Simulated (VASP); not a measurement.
# AlN in VASP: single point with PBE

Aim: the single point of AlN with PBE.

Program: VASP 6.6.1. These are calculated values, not measurements. Logs are shortened: lines on timing, memory, paths and dates and some standing lists are left out, and cuts for length are marked.

### Step 1. The cell of the first run

The typed cell holds 6 atoms: a = 4.069 Å, b = 4.983 Å, c = 2.879 Å, α = 73.23°, β = 90.00°, γ = 65.92°.

The cell was built from a structure type or drawn by symmetry, and may not be a known phase.

### Step 2. Single point, PBE

The input, INCAR:

```
PREC = Accurate
ENCUT = 520
EDIFF = 1E-6
ISMEAR = 0
SIGMA = 0.1
LREAL = False
LASPH = True
NELM = 100
ALGO = Normal
ISIF = 2
LWAVE = False
LCHARG = False
GGA = PE
NBANDS = 21
```

The input, KPOINTS:

```
Automatic mesh
0
Gamma
  6 6 6
```

The input, POSCAR:

```
AlN
1.0
    3.9534293764      0.3251891693     -0.9045031910
    1.5860283240      4.6947978638     -0.5252278793
    0.5235222356      1.0008596768      2.6476854753
Al N
3 3
Direct
    0.7500009472      0.8333306856      0.9999889547
    0.4166667968      0.4999993002     -0.3333359121
    0.0833299779      0.1666715822      0.3333328942
    0.9166676820      0.4999991018      0.6666767335
    0.2500031655      0.8333300127      0.9999927757
    0.5833314306      0.1666693175      0.3333445541
```

Potentials or basis: VASP PAW PBE potentials, release 64 (Al, N).

Launch:

```bash
cat potpaw_PBE.64/Al/POTCAR potpaw_PBE.64/N/POTCAR > POTCAR
mpirun -np 1 vasp_std > vasp.out
```

OUTCAR:

```text
PREC = Accurate
   ENCUT = 520
   EDIFF = 1E-6
   ISMEAR = 0
   LREAL = False
   LASPH = True
   NELM = 100
   ISIF = 2
   GGA = PE

 ion  position               nearest neighbor table
   1  0.750  0.833  1.000-   5 2.03   5 2.03   4 2.03   6 2.03   6 2.04   4 2.04   2 2.88   3 2.88
                             3 2.88   2 2.88   2 2.88   3 2.88   3 2.88   2 2.88   3 2.88   2 2.88
   2  0.417  0.500  0.667-   4 2.03   4 2.03   6 2.03   5 2.03   5 2.04   6 2.04   1 2.88   3 2.88
                             3 2.88   3 2.88   1 2.88   1 2.88   1 2.88   3 2.88   3 2.88   1 2.88
   3  0.083  0.167  0.333-   6 2.03   6 2.03   4 2.03   5 2.03   4 2.04   5 2.04   2 2.88   1 2.88
                             1 2.88   2 2.88   2 2.88   1 2.88   1 2.88   2 2.88   2 2.88   1 2.88
   4  0.917  0.500  0.667-   2 2.03   2 2.03   1 2.03   3 2.03   3 2.04   1 2.04
   5  0.250  0.833  1.000-   1 2.03   1 2.03   2 2.03   3 2.03   3 2.04   2 2.04
   6  0.583  0.167  0.333-   3 2.03   3 2.03   2 2.03   1 2.03   1 2.04   2 2.04

  LATTYP: Found a triclinic cell.
 ALAT       =     4.9832195568
 B/A-ratio  =     0.8164594193
 C/A-ratio  =     0.5776480788
 COS(alpha) =     0.0000287706
 COS(beta)  =     0.2885103106
 COS(gamma) =     0.4079968951

  Lattice vectors:

 A1 = (  -1.5860283240,  -4.6947978638,   0.5252278793)
 A2 = (  -3.9534293764,  -0.3251891693,   0.9045031910)
 A3 = (  -0.5235222356,  -1.0008596768,  -2.6476854753)

Analysis of symmetry for initial positions (statically):
=====================================================================
 Subroutine PRICEL returns:
 Original cell was already a primitive cell.

 Routine SETGRP: Setting up the symmetry group for a
 triclinic supercell.

 Subroutine GETGRP returns: Found  1 space group operations
 (whereof  1 operations were pure point group operations)
 out of a pool of  2 trial point group operations.

The static configuration has the point symmetry C_1 .

Analysis of symmetry for dynamics (positions and initial velocities):
=====================================================================
 Subroutine PRICEL returns:
 Original cell was already a primitive cell.

 Routine SETGRP: Setting up the symmetry group for a
 triclinic supercell.

 Subroutine GETGRP returns: Found  1 space group operations
 (whereof  1 operations were pure point group operations)
 out of a pool of  2 trial point group operations.

The dynamic configuration has the point symmetry C_1 .

 Subroutine INISYM returns: Found  1 space group operations
 (whereof  1 operations are pure point group operations),
 and found     1 'primitive' translations

----------------------------------------------------------------------------------------

                                     Primitive cell

  volume of cell :      50.5531

  direct lattice vectors                    reciprocal lattice vectors
     3.953429376  0.325189169 -0.904503191     0.256285673 -0.088506448 -0.017218327
     1.586028324  4.694797864 -0.525227879    -0.034939113  0.216425335 -0.074903152
     0.523522236  1.000859677  2.647685475     0.080621439  0.012697224  0.356947513

  length of vectors
     4.068596546  4.983219557  2.878547203     0.271684022  0.231670346  0.366159204

  position of ions in fractional coordinates (direct lattice)
     0.750000947  0.833330686  0.999988955
     0.416666797  0.499999300  0.666664088
     0.083329978  0.166671582  0.333332894
     0.916667682  0.499999102  0.666676733
     0.250003165  0.833330013  0.999992776
     0.583331431  0.166669318  0.333344554

  ion indices of the primitive-cell ions
   primitive index   ion index
                 1           1
                 2           2
                 3           3
                 4           4
                 5           5
                 6           6

----------------------------------------------------------------------------------------

 KPOINTS: Automatic mesh

Automatic generation of k-mesh.
 Grid dimensions read from file:
 generate k-points for:    6    6    6

 Generating k-lattice:

  Cartesian coordinates                     Fractional coordinates (reciprocal lattice)
     0.042714279 -0.014751075 -0.002869721     0.166666667  0.000000000  0.000000000
    -0.005823185  0.036070889 -0.012483859    -0.000000000  0.166666667 -0.000000000
     0.013436906  0.002116204  0.059491252    -0.000000000 -0.000000000  0.166666667

  Length of vectors
     0.045280670  0.038611724  0.061026534

  Shift w.r.t. Gamma in fractional coordinates (k-lattice)
     0.000000000  0.000000000  0.000000000

 Subroutine IBZKPT returns following result:
 ===========================================

 Found    112 irreducible k-points:

 Following reciprocal coordinates:
            Coordinates               Weight
  0.000000  0.000000  0.000000      1.000000
  0.166667  0.000000 -0.000000      2.000000
  0.333333 -0.000000 -0.000000      2.000000
  0.500000 -0.000000  0.000000      1.000000
  0.000000  0.166667 -0.000000      2.000000
  0.166667  0.166667  0.000000      2.000000
[... 16 lines left out ...]
  0.333333 -0.000000  0.166667      2.000000
  0.500000  0.000000  0.166667      2.000000
 [... further k-points ...]
   k-points           NKPTS =    112   k-points in BZ     NKDIM =    112   number of bands    NBANDS=     21
   number of dos      NEDOS =    301   number of ions     NIONS =      6
   total plane-waves  NPLWV =  28800
   dimension x,y,z NGX =    30 NGY =   40 NGZ =   24
   dimension x,y,z NGXF=    60 NGYF=   80 NGZF=   48
   ions per type =               3   3
   NGX,Y,Z   is equivalent  to a cutoff of  12.26, 13.34, 13.86 a.u.
   NGXF,Y,Z  is equivalent  to a cutoff of  24.52, 26.69, 27.72 a.u.
 SYSTEM =  unknown system
   PREC   = accura    normal or accurate (medium, high low for compatibility)
   ISTART =      0    job   : 0-new  1-cont  2-samecut
   ICHARG =      2    charge: 1-file 2-atom 10-const
   ISPIN  =      1    spin polarized calculation?
   LNONCOLLINEAR =      F non collinear calculations
   LSORBIT =      F    spin-orbit coupling
   LASPH  =      T    aspherical Exc in radial PAW
   ENCUT  =  520.0 eV  38.22 Ry    6.18 a.u.   7.56  9.27  5.35*2*pi/ulx,y,z
   NELM   =    100;   NELMIN=  2; NELMDL= -5     # of ELM steps
   EDIFF  = 0.1E-05   stopping-criterion for ELM
   LREAL  =      F    real-space projection
   EDIFFG = 0.1E-04   stopping-criterion for IOM
   NSW    =      0    number of steps for IOM
   IBRION =     -1    ionic relax: 0-MD 1-quasi-New 2-CG
   NFREE  =      0    steps in history (QN), initial steepest desc. (CG)
   ISIF   =      2    stress and relaxation
   ISYM   =      2    0-nonsym 1-usesym 2-fastsym
   POTIM  = 0.5000    time-step for ionic-motion
   TEBEG  =    0.0;   TEEND  =   0.0 temperature during run
   PSTRESS=    0.0 pullay stress
   NELECT =      24.0000    total number of electrons
   NUPDOWN=      -1.0000    fix difference up-down
   EMIN   =  10.00;   EMAX   =-10.00  energy-range for DOS
   EFERMI =   0.00;   METHOD = LEGACY
   ISMEAR =     0;   SIGMA  =   0.10  broadening in eV -4-tet -1-fermi 0-gaus
   EFERMI_NEDOS =   21; number of points for ismear=-14 and -15
   IALGO  =     38    algorithm
   IMIX   =      4    mixing-type and parameters
     AMIX     =   0.40;   BMIX     =  1.00
     AMIX_MAG =   1.60;   BMIX_MAG =  1.00
  volume/ion in A,a.u.               =       8.43        56.86
  Fermi-wavevector in a.u.,A,eV,Ry     =   1.277113  2.413394 22.191349  1.631018
  Thomas-Fermi vector in A             =   2.409731
   LORBIT       =      0    0 simple, 1 ext, 2 COOP (PROOUT), +10 PAW based schemes
   GGA     = PE    functional components
   LHFCALC =     F    Hartree Fock is set to
   AEXX    =    0.0000 exact exchange contribution
   IVDW    =     0    specifies the selected vdW correction
   LEPSILON=     F    determine dielectric tensor
   LRPA    =     F    only Hartree local field effects (RPA)
 non-spin polarized calculation
 Gauss-broadening in eV      SIGMA  =   0.10
  energy-cutoff  :      520.00
  volume of cell :       50.55
 maximum number of plane-waves:      1375
   NGX = 15   NGY = 19   NGZ = 11

 number of electron      23.9999999 magnetization

 Free energy of the ion-electron system (eV)
  ---------------------------------------------------
  ext. energy  EPLUGINS =         0.00000000
  ---------------------------------------------------
  free energy    TOTEN  =       -43.63529854 eV

  energy without entropy =      -43.63529854  energy(sigma->0) =      -43.63529854

 E-fermi :  10.2191     XC(G=0): -12.1940

 val. band max:        9.7162797027   @ k =   0.0000   0.0000   0.0000
 cond. band min:      14.1281982118   @ k =   0.0000   0.5000   0.0000
 fundamental gap:      4.4119185091
 Fermi energy:        10.2190895176

 k-point     1 :       0.0000    0.0000    0.0000
  band No.  band energies     occupation
      1      -7.6643      2.00000
      2      -3.7095      2.00000
      3      -3.7094      2.00000
      4       3.6485      2.00000
      5       3.6485      2.00000
      6       3.9492      2.00000
[... 13 lines left out ...]
     20      21.8098      0.00000
     21      21.8232      0.00000

 k-point     2 :       0.1667    0.0000   -0.0000
  band No.  band energies     occupation
      1      -7.4366      2.00000
      2      -4.0424      2.00000
      3      -3.8011      2.00000
      4       2.5706      2.00000
      5       2.8993      2.00000
      6       5.2078      2.00000
[... 13 lines left out ...]
     20      21.8302      0.00000
     21      22.2223      0.00000

 k-point     3 :       0.3333   -0.0000   -0.0000
  band No.  band energies     occupation
      1      -6.7761      2.00000
      2      -4.6229      2.00000
      3      -4.3598      2.00000
      4       1.8023      2.00000
      5       3.3593      2.00000
      6       6.6934      2.00000
[... 13 lines left out ...]
     20      21.0405      0.00000
     21      21.5544      0.00000

 k-point     4 :       0.5000   -0.0000    0.0000
  band No.  band energies     occupation
      1      -5.7673      2.00000
      2      -5.7673      2.00000
      3      -4.4795      2.00000
      4       1.5353      2.00000
      5       4.8325      2.00000
      6       4.8326      2.00000
[... 13 lines left out ...]
     20      20.5420      0.00000
     21      20.5545      0.00000

 k-point     5 :       0.0000    0.1667   -0.0000
  band No.  band energies     occupation
      1      -7.4984      2.00000
      2      -4.3602      2.00000
      3      -3.4830      2.00000
      4       3.1345      2.00000
      5       3.5521      2.00000
      6       4.6677      2.00000
[... 13 lines left out ...]
     20      22.0282      0.00000
     21      22.1466      0.00000
[... 382 lines left out ...]
     20      21.0270      0.00000
     21      22.2088      0.00000

 k-point    22 :       0.1667    0.0000    0.1667
  band No.  band energies     occupation
      1      -6.9535      2.00000
      2      -4.1209      2.00000
      3      -3.6882      2.00000
      4       2.9130      2.00000
      5       3.3913      2.00000
      6       5.0402      2.00000
[... 13 lines left out ...]
     20      20.8617      0.00000
     21      22.0703      0.00000

 k-point    23 :       0.3333   -0.0000    0.1667
  band No.  band energies     occupation
      1      -6.2492      2.00000
      2      -4.5535      2.00000
      3      -4.3312      2.00000
      4       2.2873      2.00000
      5       3.7888      2.00000
      6       5.6689      2.00000
[... 13 lines left out ...]
     20      21.0957      0.00000
     21      21.9065      0.00000

 k-point    24 :       0.5000    0.0000    0.1667
  band No.  band energies     occupation
      1      -5.6324      2.00000
      2      -5.2556      2.00000
      3      -4.3147      2.00000
      4       2.0603      2.00000
      5       4.1799      2.00000
      6       4.7740      2.00000
[... 13 lines left out ...]
     20      19.9870      0.00000
     21      21.4447      0.00000

 [... further k-points ...]

------------------------ aborting loop because EDIFF is reached ----------------------------------------

  FORCE on cell =-STRESS in cart. coord.  units (eV):
  Direction    XX          YY          ZZ          XY          YZ          ZX
  --------------------------------------------------------------------------------------
  -------------------------------------------------------------------------------------
  Total       -0.0331590     -0.0108471     -0.0590670      0.0218857     -0.0084211     -0.0192618
  in kB       -1.0509078     -0.3437774     -1.8720098      0.6936220     -0.2668897     -0.6104647
  external PRESSURE =      -1.0888984 kB  Pullay stress =       0.0000000 kB

 VOLUME and BASIS-vectors are now :
 -----------------------------------------------------------------------------
  energy-cutoff  :      520.00
  volume of cell :       50.55
      direct lattice vectors                 reciprocal lattice vectors
     3.953429376  0.325189169 -0.904503191     0.256285673 -0.088506448 -0.017218327
     1.586028324  4.694797864 -0.525227879    -0.034939113  0.216425335 -0.074903152
     0.523522236  1.000859677  2.647685475     0.080621439  0.012697224  0.356947513

 POSITION                                       TOTAL-FORCE (eV/Angst)
 -----------------------------------------------------------------------------------
      4.81028      5.15706      1.53159         0.000055      0.000392      0.000283
      2.78929      3.15013      1.12563         0.000014      0.000126      0.000076
      0.76829      1.14321      0.71965         0.000112     -0.000419      0.000113
      4.76601      3.31273      0.67341        -0.000104     -0.000066     -0.000344
      2.83357      4.99447      1.98385        -0.000043      0.000422      0.000218
      2.74502      1.30580      0.26743        -0.000035     -0.000455     -0.000346
 -----------------------------------------------------------------------------------
    total drift:                                0.000001      0.000000     -0.000002

  FREE ENERGIE OF THE ION-ELECTRON SYSTEM (eV)
  ---------------------------------------------------
  free  energy   TOTEN  =       -43.6352985443 eV

  energy  without entropy=      -43.6352985443  energy(sigma->0) =      -43.63529854
```

It took 90 s on 1 thread of Intel Xeon Platinum 8259CL at 2.50GHz (Skylake/Cascade Lake), shared host; peak memory 0.23 GiB.

Results:

```
Free energy            : -43.6353 eV
Pressure               : -0.1 GPa
Band gap on the k mesh : 4.41 eV
```

A k mesh can miss the band edges.
